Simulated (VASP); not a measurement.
# Si3Ge: single point with PBE

Crystal: Si3Ge.

```
Si Ge
1.0
     1.94265    1.12159    6.34097
    -1.94265    1.12159    6.34097
     0.00000   -2.24318    6.34097
Si Ge
3 1
Direct
  0.00134 0.00134 0.00134
  0.49871 0.49871 0.49871
  0.37501 0.37501 0.37501
  0.87495 0.87495 0.87495
```

```json
{"Program": "VASP 6.6.1", "Task": "single point", "Functional": "PBE", "Potentials or basis": "VASP PAW PBE potentials, release 64 (Si, Ge_d)", "Cutoff": "520 eV", "k mesh": "8 × 8 × 8", "Occupations": "gaussian, width 0.01 eV", "Spin": "no spin polarisation"}
```

```
Pressure               : 1.8 GPa
Largest force          : 0.076 eV/Å
Band gap on the k mesh : 0.57 eV, indirect (least direct gap 1.13 eV)
```

Forces in eV/Å, atoms in the order of the input:
```
Si   0.000  0.000  0.072
Si   0.000  0.000 -0.076
Si   0.000  0.000 -0.002
Ge   0.000  0.000  0.006
```

Levels at points of the mesh, in eV from the valence-band top:
```csv
k point,band 10,band 11,band 12,band 13,band 14,band 15,band 16,band 17
"(0.00, 0.00, 0.00)",-1.30,-0.03,0.00,0.00,1.13,2.46,2.49,2.49
"(0.50, 0.00, 0.00)",-3.64,-3.56,-2.37,-2.19,1.30,1.70,4.32,4.60
"(0.50, 0.50, 0.00)",-2.94,-2.93,-1.27,-1.27,0.59,0.76,1.27,3.41
"(0.50, 0.50, 0.50)",-0.98,-0.98,-0.66,-0.66,1.65,1.71,3.29,3.29
```

It took 2.5 min on 1 thread of Intel(R) Xeon(R) 6975P-C (Granite Rapids), with other jobs on the host, peak memory 0.38 GiB.

A k mesh can miss the band edges. Expect the measured gap to be larger: semilocal functionals such as PBE lack the derivative discontinuity.
